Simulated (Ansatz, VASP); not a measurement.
## ScNb: VASP beside Ansatz

INCAR

```
ALGO = Normal ; EDIFF = 1E-6
ENCUT = 500 ; GGA = PE
GGA_COMPAT = False ; ISIF = 2
ISMEAR = 1 ; ISPIN = 2
LASPH = True ; LCHARG = False
LMAXMIX = 4 ; LORBIT = 11
LREAL = False ; LWAVE = False
MAGMOM = 0 0 ; NBANDS = 23
NELM = 200 ; PREC = Accurate
SIGMA = 0.012
```

The input KPOINTS:

```
k-points
0
Gamma
  6 6 4
```

The input POSCAR:

```
ScNb
1.0
    3.0656443612      0.0000000000      0.0000000000
   -1.5328221806      2.6549258957      0.0000000000
    0.0000000000      0.0000000000      5.0721940000
Sc Nb
1 1
Direct
    0.0000000000      0.0000000000      0.0000000000
    0.3333333333      0.6666666667      0.5000000000
```

Input for Ansatz:

```yaml
crystal:
  lattice:
    - [3.0656443612, 0.0, 0.0]
    - [-1.5328221806, 2.6549258957, 0.0]
    - [0.0, 0.0, 5.072194]
  atoms:
    - { symbol: Sc, position: [0.0, 0.0, 0.0] }
    - { symbol: Nb, position: [0.3333333333, 0.6666666667, 0.5] }
basis:
  ecutwfc: 420
kpoints:
  mp_grid: { grid: [6, 6, 4] }
hamiltonian:
  xc: pbe
scf:
  occupations: { method: cold, width: 0.012 }
output:
  forces: true
  stress: true
  eigenvalues: true
magnetization:
  spin_polarized: true
```

Alike in both runs: task single point; functional PBE; k mesh 6 × 6 × 4; collinear spin.

|  | VASP | Ansatz |
| --- | --- | --- |
| version | VASP 6.6.1 | Ansatz 0.2.0 |
| potentials or method | VASP PAW PBE potentials, release 64 (Sc_sv, Nb_sv), cutoff 500 eV | scalar-relativistic, plane waves, PAW |
| occupations | methfessel-paxton of order 1, width 0.012 eV | cold, width 0.012 eV |
| valence electrons in the cell | 24 | 24 |

VASP gave:

| Item | Value |
| --- | --- |
| gap on the k mesh at the Fermi level (eV) | none |
| pressure (GPa) | -0.4 |
| traceless stress, the component that is largest in VASP (GPa) | 0.80 |
| net moment per atom (μB) | 0.02 |

Problem. Estimate Ansatz's values.

Solution. gap on the k mesh at the Fermi level (eV): none; pressure (GPa): -0.4; traceless stress, the component that is largest in VASP (GPa): 0.75; net moment per atom (μB): 0.00.

A gap of «none» marks a metal or a gap that the smearing closes. Ansatz's warnings: no starting moments, stability check not made.

The k mesh is coarse, so the values compare programs but aren't converged.
